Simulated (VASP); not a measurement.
# GdN (R-3m) in VASP: single point with LDA+U

Aim: the single point of GdN with LDA+U.

All numbers are computed with VASP 6.6.1; they aren't measurements. Logs are shortened: lines on timing, memory, paths and dates and some standing lists are left out, and cuts for length are marked.

**1. The cell of the first run**

It takes space group R-3m (No. 166, trigonal). The conventional cell has a = 2.554 Å, b = 2.554 Å, c = 12.222 Å, α = 90.00°, β = 90.00°, γ = 120.00°. Gd (site symmetry -3m) has 6 N at 2.51 Å and 6 Gd at 2.55 Å within 3.3 Å. N (site symmetry -3m) has 6 Gd at 2.51 Å and 6 N at 2.55 Å within 3.3 Å.

**2. Single point, LDA+U, non-collinear spin, typed start, spin-orbit coupling**

Input file INCAR:

```
SYSTEM = GdN
PREC = Accurate
ENCUT = 520
EDIFF = 1E-7
ISMEAR = 0
SIGMA = 0.05
LREAL = .FALSE.
LASPH = .TRUE.
NELM = 150
ALGO = Normal
ISIF = 2
LWAVE = .FALSE.
LCHARG = .FALSE.
MAGMOM = 0 0 7 0 0 0
LORBIT = 11
LSORBIT = .TRUE.
GGA_COMPAT = .FALSE.
LORBMOM = .TRUE.
LMAXMIX = 6
LDAU = .TRUE.
LDAUTYPE = 2
LDAUL = 3 -1
LDAUU = 4 0
LDAUJ = 0 0
LDAUPRINT = 1
GGA = CA
NBANDS = 35
```

Input file KPOINTS:

```
Automatic mesh
0
G
  9 9 9
  0 0 0
```

Input file POSCAR:

```
GdN
1.0
    1.2768358400      0.7371815200      4.0739086000
   -1.2768358400      0.7371815200      4.0739086000
    0.0000000000     -1.4743630300      4.0739086000
Gd N
1 1
Direct
    0.5000000000      0.5000000000      0.5000000000
    0.0000000000      0.0000000000      0.0000000000
```

Potentials or basis: VASP PAW PBE potentials, release 64 (Gd, N).

Run with:

```
cat potpaw_PBE.64/Gd/POTCAR potpaw_PBE.64/N/POTCAR > POTCAR
mpirun -np 1 vasp_ncl > vasp.out
```

OUTCAR:

```text
SYSTEM = GdN
   PREC = Accurate
   ENCUT = 520
   EDIFF = 1E-7
   ISMEAR = 0
   LREAL = .FALSE.
   LASPH = .TRUE.
   NELM = 150
   ISIF = 2
   LORBIT = 11
   LSORBIT = .TRUE.
   GGA = CA

 ion  position               nearest neighbor table
   1  0.500  0.500  0.500-   2 2.51   2 2.51   2 2.51   2 2.51   2 2.51   2 2.51
   2  0.000  0.000  0.000-   1 2.51   1 2.51   1 2.51   1 2.51   1 2.51   1 2.51

  LATTYP: Found a trigonal (rhomboedric) cell.
 ALAT       =     4.3324909275
 COS(alpha) =     0.8262900074

  Lattice vectors:

 A1 = (   1.2768358400,   0.7371815200,   4.0739086000)
 A2 = (  -1.2768358400,   0.7371815200,   4.0739086000)
 A3 = (   0.0000000000,  -1.4743630300,   4.0739086000)

Analysis of symmetry for initial positions (statically):
=====================================================================
 Subroutine PRICEL returns:
 Original cell was already a primitive cell.

 Routine SETGRP: Setting up the symmetry group for a
 trigonal (rhombohedral) supercell.

 Subroutine GETGRP returns: Found 12 space group operations
 (whereof 12 operations were pure point group operations)
 out of a pool of 12 trial point group operations.

The static configuration has the point symmetry D_3d.

Analysis of symmetry for dynamics (positions and initial velocities):
=====================================================================
 Subroutine PRICEL returns:
 Original cell was already a primitive cell.

 Routine SETGRP: Setting up the symmetry group for a
 trigonal (rhombohedral) supercell.

 Subroutine GETGRP returns: Found 12 space group operations
 (whereof 12 operations were pure point group operations)
 out of a pool of 12 trial point group operations.

The dynamic configuration has the point symmetry D_3d.

Analysis of structural, dynamic, and magnetic symmetry:
=====================================================================
 Subroutine PRICEL returns:
 Original cell was already a primitive cell.

 Routine SETGRP: Setting up the symmetry group for a
 trigonal (rhombohedral) supercell.

 Subroutine GETGRP returns: Found  6 space group operations
 (whereof  6 operations were pure point group operations)
 out of a pool of 12 trial point group operations.

The overall configuration has the point symmetry S_6 .

 Subroutine INISYM returns: Found  6 space group operations
 (whereof  6 operations are pure point group operations),
 and found     1 'primitive' translations

----------------------------------------------------------------------------------------

                                     Primitive cell

  volume of cell :      23.0076

  direct lattice vectors                    reciprocal lattice vectors
     1.276835840  0.737181520  4.073908600     0.391593018  0.226086334  0.081821505
    -1.276835840  0.737181520  4.073908600    -0.391593018  0.226086334  0.081821505
     0.000000000 -1.474363030  4.073908600     0.000000000 -0.452172668  0.081821505

  length of vectors
     4.332490928  4.332490928  4.332490926     0.459515920  0.459515920  0.459515920

  position of ions in fractional coordinates (direct lattice)
     0.500000000  0.500000000  0.500000000
     0.000000000  0.000000000  0.000000000

  ion indices of the primitive-cell ions
   primitive index   ion index
                 1           1
                 2           2

----------------------------------------------------------------------------------------

 KPOINTS: Automatic mesh

Automatic generation of k-mesh.
 Grid dimensions read from file:
 generate k-points for:    9    9    9

 Generating k-lattice:

  Cartesian coordinates                     Fractional coordinates (reciprocal lattice)
     0.043510335  0.025120704  0.009091278     0.111111111 -0.000000000 -0.000000000
[... 164 lines left out ...]

 Free energy of the ion-electron system (eV)
  ---------------------------------------------------
  ext. energy  EPLUGINS =         0.00000000
  ---------------------------------------------------
  free energy    TOTEN  =       -18.13631102 eV

  energy without entropy =      -18.13488299  energy(sigma->0) =      -18.13559700

 E-fermi :   6.1495     XC(G=0): -13.7250

 val. band max:        6.1358629208   @ k =   0.0000   0.0000   0.0000
 cond. band min:       6.1573957544   @ k =   0.4444   0.4444   0.2222
 fundamental gap:      0.0215328336
 Fermi energy:         6.1494817325

 k-point     1 :       0.0000    0.0000    0.0000
  band No.  band energies     occupation
      1     -39.4083      1.00000
      2     -36.7873      1.00000
      3     -17.4659      1.00000
      4     -16.4687      1.00000
      5     -12.7392      1.00000
      6     -11.1710      1.00000
[... 901 lines left out ...]
     34      11.1096      0.00000
     35      11.8929      0.00000

 [... further k-points ...]
[... 5 lines left out ...]
  --------------------------------------------------------------------------------------
  -------------------------------------------------------------------------------------
  Total       13.2089468     13.2089468     -6.5456663      0.0000001     -0.0000000      0.0000000
  in kB      919.8282423    919.8282441   -455.8189822      0.0000102     -0.0000004      0.0000000
  external PRESSURE =     461.2791681 kB  Pullay stress =       0.0000000 kB

 VOLUME and BASIS-vectors are now :
 -----------------------------------------------------------------------------
  energy-cutoff  :      520.00
  volume of cell :       23.01
      direct lattice vectors                 reciprocal lattice vectors
     1.276835840  0.737181520  4.073908600     0.391593018  0.226086334  0.081821505
    -1.276835840  0.737181520  4.073908600    -0.391593018  0.226086334  0.081821505
     0.000000000 -1.474363030  4.073908600     0.000000000 -0.452172668  0.081821505

 POSITION                                       TOTAL-FORCE (eV/Angst)
 -----------------------------------------------------------------------------------
      0.00000      0.00000      6.11086         0.000000     -0.000000      0.000000
      0.00000      0.00000      0.00000         0.000000      0.000000     -0.000000
 -----------------------------------------------------------------------------------
    total drift:                               -0.000000      0.000000     -0.000000

  FREE ENERGIE OF THE ION-ELECTRON SYSTEM (eV)
  ---------------------------------------------------
  free  energy   TOTEN  =       -18.1363110185 eV

  energy  without entropy=      -18.1348829902  energy(sigma->0) =      -18.13559700

 orbital moment (x)

 # of ion     p       d       f       tot
 ------------------------------------------------
  1         0.000   0.000   0.000   0.000
  2        -0.000   0.000   0.000  -0.000
 ------------------------------------------------
            0.000   0.000   0.000   0.000

 orbital moment (y)

 # of ion     p       d       f       tot
 ------------------------------------------------
  1        -0.000   0.000  -0.000  -0.000
  2         0.000   0.000   0.000   0.000
 ------------------------------------------------
           -0.000   0.000  -0.000  -0.000

 orbital moment (z)

 # of ion     p       d       f       tot
 ------------------------------------------------
  1        -0.008  -0.006   0.048   0.034
  2         0.000   0.000   0.000   0.000
 ------------------------------------------------
           -0.008  -0.006   0.048   0.034

 Spin-Orbit-Coupling matrix elements

 Ion:    1  E_soc:     -1.3070762
 l=   1
     0.0000000    -0.1673419    -0.1711245
    -0.1673419     0.0000000    -0.1673419
    -0.1711245    -0.1673419     0.0000000
 l=   2
     0.0000000    -0.0006175     0.0000000    -0.0006175    -0.0025949
    -0.0006175     0.0000000    -0.0013419    -0.0004225    -0.0006175
     0.0000000    -0.0013419     0.0000000    -0.0013419     0.0000000
    -0.0006175    -0.0004225    -0.0013419     0.0000000    -0.0006175
    -0.0025949    -0.0006175     0.0000000    -0.0006175     0.0000000
 l=   3
     0.0000000    -0.0069900     0.0000000     0.0000000     0.0000000    -0.0069900    -0.0044205
    -0.0069900     0.0000000    -0.0119529     0.0000000    -0.0119529    -0.0014435    -0.0072570
     0.0000000    -0.0119529     0.0000000    -0.0285005    -0.0003884    -0.0119529     0.0000000
     0.0000000     0.0000000    -0.0285005     0.0000000    -0.0285005     0.0000000     0.0000000
     0.0000000    -0.0119529    -0.0003884    -0.0285005     0.0000000    -0.0119529     0.0000000
    -0.0069900    -0.0014435    -0.0119529     0.0000000    -0.0119529     0.0000000    -0.0072570
    -0.0044205    -0.0072570     0.0000000     0.0000000     0.0000000    -0.0072570     0.0000000

 Ion:    2  E_soc:     -0.0002020
 l=   1
     0.0000000    -0.0000345    -0.0000319
    -0.0000345     0.0000000    -0.0000345
    -0.0000319    -0.0000345     0.0000000
 l=   2
     0.0000000     0.0000000     0.0000000     0.0000000     0.0000000
     0.0000000     0.0000000     0.0000000     0.0000000     0.0000000
     0.0000000     0.0000000     0.0000000     0.0000000     0.0000000
     0.0000000     0.0000000     0.0000000     0.0000000     0.0000000
     0.0000000     0.0000000     0.0000000     0.0000000     0.0000000
 l=   3
     0.0000000     0.0000000     0.0000000     0.0000000     0.0000000     0.0000000     0.0000000
     0.0000000     0.0000000     0.0000000     0.0000000     0.0000000     0.0000000     0.0000000
     0.0000000     0.0000000     0.0000000     0.0000000     0.0000000     0.0000000     0.0000000
     0.0000000     0.0000000     0.0000000     0.0000000     0.0000000     0.0000000     0.0000000
     0.0000000     0.0000000     0.0000000     0.0000000     0.0000000     0.0000000     0.0000000
     0.0000000     0.0000000     0.0000000     0.0000000     0.0000000     0.0000000     0.0000000
     0.0000000     0.0000000     0.0000000     0.0000000     0.0000000     0.0000000     0.0000000

 total charge

# of ion       s       p       d       f       tot
--------------------------------------------------
    1        2.058   5.602   1.174   7.090  15.924
    2        1.292   2.199   0.000   0.000   3.492
--------------------------------------------------
tot          3.350   7.801   1.174   7.090  19.416

 magnetization (x)

# of ion       s       p       d       f       tot
--------------------------------------------------
    1        0.000   0.000   0.000   0.000   0.000
    2        0.000   0.000   0.000   0.000   0.000
--------------------------------------------------
tot          0.000   0.000   0.000   0.000   0.000

 magnetization (y)

# of ion       s       p       d       f       tot
--------------------------------------------------
    1        0.000  -0.000   0.000   0.000   0.000
    2       -0.000  -0.000   0.000   0.000  -0.000
--------------------------------------------------
tot          0.000  -0.000   0.000   0.000   0.000

 magnetization (z)

# of ion       s       p       d       f       tot
--------------------------------------------------
    1        0.017  -0.042   0.107   6.677   6.759
    2       -0.002  -0.094   0.000   0.000  -0.096
--------------------------------------------------
tot          0.015  -0.136   0.107   6.677   6.664
```

Run time: 10 min. Hardware: 1 thread of Intel Xeon 6975P-C (Granite Rapids), shared host; peak memory 0.36 GiB.

Results:

- Free energy: -18.1363 eV
- Pressure: 46.1 GPa
- Net moment: 6.82 μB per cell
- Valence electrons inside the program's atomic spheres: Gd 15.92; N 3.49

Moments on the atoms (μB; x, y, z):
```
Gd   0.00  0.00  6.76
N    0.00  0.00 -0.10
```

Caveat: the PAW data sets were made with another functional, which shifts forces and pressure a little; a cell with one magnetic atom can't hold antiferromagnetic order, which such compounds often take. The state reached can hang on the start; a lower one may exist.
